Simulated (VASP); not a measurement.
A run of VASP 6.6.1 is set up as follows.

The input POSCAR:

```
In
1.0
   -1.6108125386      1.6108125386      2.5227027257
    1.6108125386     -1.6108125386      2.5227027257
    1.6108125386      1.6108125386     -2.5227027257
In
1
Direct
    0.0000000000      0.0000000000      0.0000000000
```

Contents of INCAR.step1:

```
SYSTEM = In
PREC = Accurate
ENCUT = 520
ISMEAR = 0
SIGMA = 0.05
LREAL = .FALSE.
LASPH = .TRUE.
NELM = 100
NBANDS = 12
GGA = PE
ALGO = Normal
EDIFF = 1E-4
LWAVE = .TRUE.
LCHARG = .FALSE.
```

File INCAR.step2:

```
SYSTEM = In
PREC = Accurate
ENCUT = 520
EDIFF = 1E-6
ISMEAR = 0
SIGMA = 0.05
LREAL = .FALSE.
LASPH = .TRUE.
NELM = 100
ALGO = Normal
ISIF = 2
LWAVE = .FALSE.
LCHARG = .TRUE.
METAGGA = R2SCAN
LMIXTAU = .TRUE.
LELF = .TRUE.
LVHAR = .TRUE.
NBANDS = 12
ISTART = 1
```

KPOINTS

```
Automatic mesh
0
G
  18 18 18
  0 0 0
```

Potentials or basis: VASP PAW PBE potentials, release 64 (In_d).

Launch:

```sh
$ cat potpaw_PBE.64/In_d/POTCAR > POTCAR
$ cp INCAR.step1 INCAR
$ mpirun -np 1 vasp_std > vasp.out
$ cp INCAR.step2 INCAR
$ mpirun -np 1 vasp_std > vasp.out
```

Task: What does it give for the pressure?

Result: 0.0 GPa.

Caveat: the PAW data sets were made with another functional, which shifts forces and pressure a little.
